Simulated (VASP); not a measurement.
Runs of VASP 6.6.1 on Sr. The structure is that of space group P6_3/mmc (No. 194), or close to it. The cells are those of the table. 

```csv
cell,k mesh,gap on the mesh (eV),pressure (GPa)
"a = 4.209, b = 4.209, c = 13.769 Å, angles 90.0, 90.0, 120.0°, 4 atoms",10 × 10 × 3,none,-0.9
"a = 3.932, b = 3.932, c = 12.861 Å, angles 90.0, 90.0, 120.0°, 4 atoms",10 × 10 × 3,none,2.1
"a = 4.103, b = 4.103, c = 13.421 Å, angles 90.0, 90.0, 120.0°, 4 atoms",10 × 10 × 3,none,0.0
"a = 4.103, b = 4.103, c = 13.421 Å, angles 90.0, 90.0, 120.0°, 4 atoms",9 × 9 × 3,none,0.0
"a = 3.990, b = 3.990, c = 13.053 Å, angles 90.0, 90.0, 120.0°, 4 atoms",10 × 10 × 3,none,1.2
"a = 4.047, b = 4.047, c = 13.239 Å, angles 90.0, 90.0, 120.0°, 4 atoms",10 × 10 × 3,none,0.6
"a = 4.261, b = 4.261, c = 13.937 Å, angles 90.0, 90.0, 120.0°, 4 atoms",10 × 10 × 3,none,(b)
"a = 4.157, b = 4.157, c = 13.597 Å, angles 90.0, 90.0, 120.0°, 4 atoms",10 × 10 × 3,none,(a)
```

Alike in all rows: task single point; level LDA; potentials or basis VASP PAW LDA potentials, release 64 (Sr_sv); no spin polarisation; cutoff (eV) 520; smearing fermi-dirac 0.1 eV.

Fill in the values left out.

(a) -0.5; (b) -1.3.

A k mesh can miss the band edges, and the runs leave out spin-orbit coupling on Sr.

A gap of «none» marks levels without a gap at the run's occupations.
